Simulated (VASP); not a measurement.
# HfO2 (Fm-3m) in VASP: notebook, part 2 of 2

VASP 6.6.1. The steps go on from the part before.

### Step 5. Single point, PBEsol+D3(BJ), collinear spin, zero start (volume scaled by 0.94)

The input, INCAR:

```
SYSTEM = HfO2
PREC = Accurate ; ENCUT = 520
EDIFF = 1E-7 ; ISMEAR = -1
SIGMA = 0.05 ; LREAL = .FALSE.
LASPH = .TRUE. ; NELM = 150
ALGO = Normal ; ISIF = 2
LWAVE = .FALSE. ; LCHARG = .TRUE.
ISPIN = 2 ; MAGMOM = 0 0 0
LORBIT = 11 ; NUPDOWN = 0.0
LMAXMIX = 4 ; GGA = PS
IVDW = 12 ; LELF = .TRUE.
LVHAR = .TRUE. ; NBANDS = 22
```

The input, KPOINTS:

```
Automatic mesh
0
G
  9 9 9
  0 0 0
```

The input, POSCAR:

```
HfO2
1.0
    0.0000000000      2.5052914730      2.5052914730
    2.5052914730      0.0000000000      2.5052914730
    2.5052914730      2.5052914730      0.0000000000
Hf O
1 2
Direct
    0.0000000000      0.0000000000      0.0000000000
    0.7500000000      0.7500000000      0.7500000000
    0.2500000000      0.2500000000      0.2500000000
```

The run is started by

```sh
cat potpaw_PBE.64/Hf_pv/POTCAR potpaw_PBE.64/O/POTCAR > POTCAR
mpirun -np 1 vasp_std > vasp.out
```

Wall time 94 s (1 thread of Intel Xeon 8259CL, shared host); peak memory 0.21 GiB.

Results (log left out):

```yaml
Free_energy: -32.3412 eV
Pressure: -2.0 GPa
Net_moment: 0.00 μB per cell
Valence_electrons_inside_the_program's_atomic_spheres: Hf 8.37; O 5.11
Dispersion_energy_per_atom: -0.235 eV
```

Caveat: three body term missing; the PAW data sets were made with another functional, which shifts forces and pressure a little; spin-orbit coupling is left out, which moves the levels of the heavy elements; the total moment is fixed, so each spin has its own Fermi level.

### Step 6. Single point, PBEsol+D3(BJ), collinear spin, zero start (volume scaled by 0.96)

The input, INCAR:

```
  ALGO = Normal
  EDIFF = 1E-6
  ENCUT = 520
  GGA = PS
  ISIF = 2
  ISMEAR = -1
  ISPIN = 2
  IVDW = 12
  LASPH = T
  LCHARG = F
  LMAXMIX = 4
  LORBIT = 11
  LREAL = F
  LWAVE = F
  MAGMOM = 0 0 0
  NBANDS = 22
  NELM = 150
  NUPDOWN = 0.0
  PREC = Accurate
  SIGMA = 0.05
```

The input, KPOINTS:

```
k-points
0
Gamma
  9 9 9
```

The input, POSCAR:

```
HfO2
1.0
    0.0000000000      2.5229349520      2.5229349520
    2.5229349520      0.0000000000      2.5229349520
    2.5229349520      2.5229349520      0.0000000000
Hf O
1 2
Direct
    0.0000000000      0.0000000000      0.0000000000
    0.7500000000      0.7500000000      0.7500000000
    0.2500000000      0.2500000000      0.2500000000
```

Potentials or basis: VASP PAW PBE potentials, release 64 (Hf_pv, O).

The run is started by

```sh
cat potpaw_PBE.64/Hf_pv/POTCAR potpaw_PBE.64/O/POTCAR > POTCAR
mpirun -np 1 vasp_std > vasp.out
```

OUTCAR:

```text
EDIFF = 1E-6
   ENCUT = 520
   GGA = PS
   ISIF = 2
   ISMEAR = -1
   ISPIN = 2
   IVDW = 12
   LASPH = T
   LORBIT = 11
   LREAL = F
   NELM = 150
   NUPDOWN = 0.0
   PREC = Accurate
 IVDW          = 12

 ion  position               nearest neighbor table
   1  0.000  0.000  0.000-   2 2.18   2 2.18   2 2.18   2 2.18   3 2.18   3 2.18   3 2.18   3 2.18

   2  0.750  0.750  0.750-   1 2.18   1 2.18   1 2.18   1 2.18
   3  0.250  0.250  0.250-   1 2.18   1 2.18   1 2.18   1 2.18

  LATTYP: Found a face centered cubic cell.
 ALAT       =     5.0458699040

  Lattice vectors:

 A1 = (   0.0000000000,   2.5229349520,   2.5229349520)
 A2 = (   2.5229349520,   0.0000000000,   2.5229349520)
 A3 = (   2.5229349520,   2.5229349520,   0.0000000000)

Analysis of symmetry for initial positions (statically):
=====================================================================
 Subroutine PRICEL returns:
 Original cell was already a primitive cell.

 Routine SETGRP: Setting up the symmetry group for a
 face centered cubic supercell.

 Subroutine GETGRP returns: Found 48 space group operations
 (whereof 48 operations were pure point group operations)
 out of a pool of 48 trial point group operations.

The static configuration has the point symmetry O_h .

Analysis of symmetry for dynamics (positions and initial velocities):
=====================================================================
 Subroutine PRICEL returns:
 Original cell was already a primitive cell.

 Routine SETGRP: Setting up the symmetry group for a
 face centered cubic supercell.

 Subroutine GETGRP returns: Found 48 space group operations
 (whereof 48 operations were pure point group operations)
 out of a pool of 48 trial point group operations.

The dynamic configuration has the point symmetry O_h .

Analysis of structural, dynamic, and magnetic symmetry:
=====================================================================
 Subroutine PRICEL returns:
 Original cell was already a primitive cell.

 Routine SETGRP: Setting up the symmetry group for a
 face centered cubic supercell.
[... 155 lines left out ...]

 E-fermi :   5.3456     XC(G=0): -12.1815

 val. band max:        4.2013016602   @ k =  -0.4444   0.4444   0.0000
 cond. band min:       8.0256060362   @ k =   0.4444   0.4444   0.0000
 fundamental gap:      3.8243043760
 Fermi energy:         5.3456284779

 spin component 1

 k-point     1 :       0.0000    0.0000    0.0000
  band No.  band energies     occupation
      1     -25.3065      1.00000
      2     -25.3065      1.00000
      3     -25.3065      1.00000
      4     -14.5243      1.00000
      5     -11.3513      1.00000
      6      -1.2355      1.00000
[... 589 lines left out ...]
     21      21.4620      0.00000
     22      21.4620      0.00000

 [... further k-points ...]

 spin component 2

 k-point     1 :       0.0000    0.0000    0.0000
  band No.  band energies     occupation
      1     -25.3065      1.00000
      2     -25.3065      1.00000
      3     -25.3065      1.00000
      4     -14.5243      1.00000
      5     -11.3513      1.00000
      6      -1.2355      1.00000
[... 589 lines left out ...]
     21      21.4620      0.00000
     22      21.4620      0.00000

 [... further k-points ...]

------------------------ aborting loop because EDIFF is reached ----------------------------------------

 Edisp (eV)   -0.69057

 E8    (eV) :    -0.4649

  FORCE on cell =-STRESS in cart. coord.  units (eV):
  Direction    XX          YY          ZZ          XY          YZ          ZX
  --------------------------------------------------------------------------------------
  -------------------------------------------------------------------------------------
  Total      -1.50595    -1.50595    -1.50595     0.00000    -0.00000    -0.00000
  in kB     -75.12297   -75.12297   -75.12297     0.00000    -0.00000    -0.00000
  external pressure =      -75.12 kB  Pullay stress =        0.00 kB

 VOLUME and BASIS-vectors are now :
 -----------------------------------------------------------------------------
  energy-cutoff  :      520.00
  volume of cell :       32.12
      direct lattice vectors                 reciprocal lattice vectors
     0.000000000  2.522934952  2.522934952    -0.198181883  0.198181883  0.198181883
     2.522934952  0.000000000  2.522934952     0.198181883 -0.198181883  0.198181883
     2.522934952  2.522934952  0.000000000     0.198181883  0.198181883 -0.198181883

 POSITION                                       TOTAL-FORCE (eV/Angst)
 -----------------------------------------------------------------------------------
      0.00000      0.00000      0.00000        -0.000000      0.000000      0.000000
      3.78440      3.78440      3.78440        -0.000000     -0.000000      0.000000
      1.26147      1.26147      1.26147         0.000000     -0.000000     -0.000000
 -----------------------------------------------------------------------------------
    total drift:                                0.000000      0.000000      0.000000

  FREE ENERGIE OF THE ION-ELECTRON SYSTEM (eV)
  ---------------------------------------------------
  free  energy   TOTEN  =       -32.3220690569 eV

  energy  without entropy=      -32.3220690569  energy(sigma->0) =      -32.32206906

 total charge

# of ion       s       p       d       tot
------------------------------------------
    1        0.299   6.600   1.403   8.302
    2        1.557   3.540   0.000   5.097
    3        1.557   3.540   0.000   5.097
--------------------------------------------------
tot          3.412  13.680   1.403  18.495

 magnetization (x)

# of ion       s       p       d       tot
------------------------------------------
    1        0.000   0.000  -0.000   0.000
    2       -0.000  -0.000   0.000  -0.000
    3       -0.000  -0.000   0.000  -0.000
--------------------------------------------------
tot         -0.000   0.000  -0.000  -0.000
```

stdout:

```text
POSCAR found type information on POSCAR HfO
 POSCAR found :  2 types and       3 ions
 scaLAPACK will be used
 -----------------------------------------------------------------------------
|                                                                             |
|                                                                             |
|     You enforced a specific xc type in the INCAR file but a different       |
|     I HOPE YOU KNOW WHAT YOU ARE DOING!                                     |
|                                                                             |
 -----------------------------------------------------------------------------

 LDA part: xc-table for (Slater+PW92), standard interpolation
 POSCAR, INCAR and KPOINTS ok, starting setup
 FFT: planning ... GRIDC
 FFT: planning ... GRID_SOFT
 FFT: planning ... GRID
 WAVECAR not read
 entering main loop
```

Run time: 90 s. Hardware: 1 thread of Intel Xeon 8259CL, shared host; peak memory 0.21 GiB.

Results:

| Item | Value |
| --- | --- |
| Free energy | -32.3221 eV |
| Pressure | -7.5 GPa |
| Net moment | 0.00 μB per cell |
| Valence electrons inside the program's atomic spheres | Hf 8.30; O 5.10 |
| Dispersion energy per atom | -0.230 eV |

Caveat: three body term missing; the PAW data sets were made with another functional, which shifts forces and pressure a little; spin-orbit coupling is left out, which moves the levels of the heavy elements; the total moment is fixed, so each spin has its own Fermi level.

### Step 7. The runs side by side

| task | level | spin | fixed moment (μB) | cell | cutoff (eV) | gap on the mesh (eV) | pressure (GPa) | moment (μB) |
| --- | --- | --- | --- | --- | --- | --- | --- | --- |
| relaxation of cell and atoms | PBEsol | off | - | relaxed to 10 GPa from a = 3.617 Å, angles 60.0°, 3 atoms | 600 | 3.97 | 10.0 | - |
| relaxation of cell and atoms | PBEsol | off | - | relaxed to 20 GPa from a = 3.617 Å, angles 60.0°, 3 atoms | 600 | 4.04 | 20.0 | - |
| relaxation of cell and atoms | PBEsol | off | - | relaxed to 30 GPa from a = 3.617 Å, angles 60.0°, 3 atoms | 600 | 4.10 | 30.0 | - |
| single point | PBEsol+D3(BJ) | collinear, zero start | 0.0 | a = 3.543 Å, angles 60.0°, 3 atoms | 520 | - | -2.0 | 0.00 |
| single point | PBEsol+D3(BJ) | collinear, zero start | 0.0 | a = 3.568 Å, angles 60.0°, 3 atoms | 520 | - | -7.5 | 0.00 |

Alike in all rows: potentials or basis VASP PAW PBE potentials, release 64 (Hf_pv, O); k mesh 9 × 9 × 9; smearing fermi-dirac 0.05 eV.

Caveats: the PAW data sets were made with another functional, which shifts forces and pressure a little; spin-orbit coupling is left out, which moves the levels of the heavy elements; the cell is relaxed towards a set pressure, so the enthalpy falls and the energy may rise (some runs); three body term missing (some runs); the total moment is fixed, so each spin has its own Fermi level (some runs).

Absolute energies hang on the potentials; compare differences alone.
